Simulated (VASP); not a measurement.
## BeS (l.bB): single point with LDA

Crystal: BeS (l.bB).

```xyz
2
Lattice="0.0000 2.3980 2.3980 2.3980 0.0000 2.3980 2.3980 2.3980 0.0000" Properties=species:S:1:pos:R:3 pbc="T T T"
Be    0.0000    0.0000    0.0000
S     1.1990    1.1990    1.1990
```

| Item | Value |
| --- | --- |
| Program | VASP 6.6.1 |
| Task | single point |
| Functional | LDA |
| Potentials or basis | VASP PAW LDA potentials, release 64 (Be, S) |
| Cutoff | 600 eV |
| k mesh | 8 × 8 × 8 |
| Occupations | gaussian, width 0.02 eV |
| Spin | no spin polarisation |
| Dipole correction | no |
| Further INCAR settings | ALGO = Normal; EDIFF = 1e-06; NBANDS = 11 |

```json
{
  "Pressure": "0.1 GPa",
  "Band gap on the k mesh": "2.83 eV, indirect (least direct gap 5.53 eV)"
}
```

Levels at points of the mesh, in eV from the valence-band top:
| k point | band 1 | band 2 | band 3 | band 4 | band 5 | band 6 | band 7 | band 8 |
| --- | --- | --- | --- | --- | --- | --- | --- | --- |
| (0.00, 0.00, 0.00) | -13.88 | 0.00 | 0.00 | 0.00 | 5.53 | 5.53 | 5.53 | 5.96 |
| (0.50, 0.00, 0.00) | -12.16 | -6.06 | -1.09 | -1.09 | 5.48 | 6.43 | 6.43 | 11.07 |
| (0.50, 0.50, 0.00) | -11.58 | -5.21 | -2.79 | -2.79 | 2.83 | 4.77 | 12.88 | 12.88 |

It took 4.4 s on 1 thread of Intel(R) Xeon(R) 6975P-C (Granite Rapids) (shared host), peak memory 0.13 GiB.

A k mesh can miss the band edges. LDA gaps usually lie below the measured ones, often by a third to a half.
